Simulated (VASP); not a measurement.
A run of VASP 6.6.1 is set up as follows.

File INCAR:

```
SYSTEM = TePb
PREC = Accurate
ENCUT = 520
EDIFF = 1E-6
ISMEAR = -1
SIGMA = 0.05
LREAL = .FALSE.
LASPH = .TRUE.
NELM = 60
ALGO = Normal
ISIF = 2
LWAVE = .FALSE.
LCHARG = .TRUE.
GGA = PE
LELF = .TRUE.
LVHAR = .TRUE.
NBANDS = 17
```

File KPOINTS:

```
regular mesh
0
G
  12 12 12
  0 0 0
```

File POSCAR:

```
TePb
1.0
    0.0000000000      3.0211304617      3.0211304617
    3.0211304617      0.0000000000      3.0211304617
    3.0211304617      3.0211304617      0.0000000000
Pb Te
1 1
Direct
    0.0000000000      0.0000000000      0.0000000000
    0.5000000000      0.5000000000      0.5000000000
```

Potentials or basis: VASP PAW PBE potentials, release 64 (Pb_d, Te).

The run is started by

```sh
$ cat potpaw_PBE.64/Pb_d/POTCAR potpaw_PBE.64/Te/POTCAR > POTCAR
$ mpirun -np 1 vasp_std > vasp.out
```

(1) Estimate the band gap on the k mesh.

(2) Estimate the pressure.

Answers

(1) 0.17 eV, direct.

(2) 16.9 GPa.

Caveat: spin-orbit coupling is left out, which moves the levels of the heavy elements.
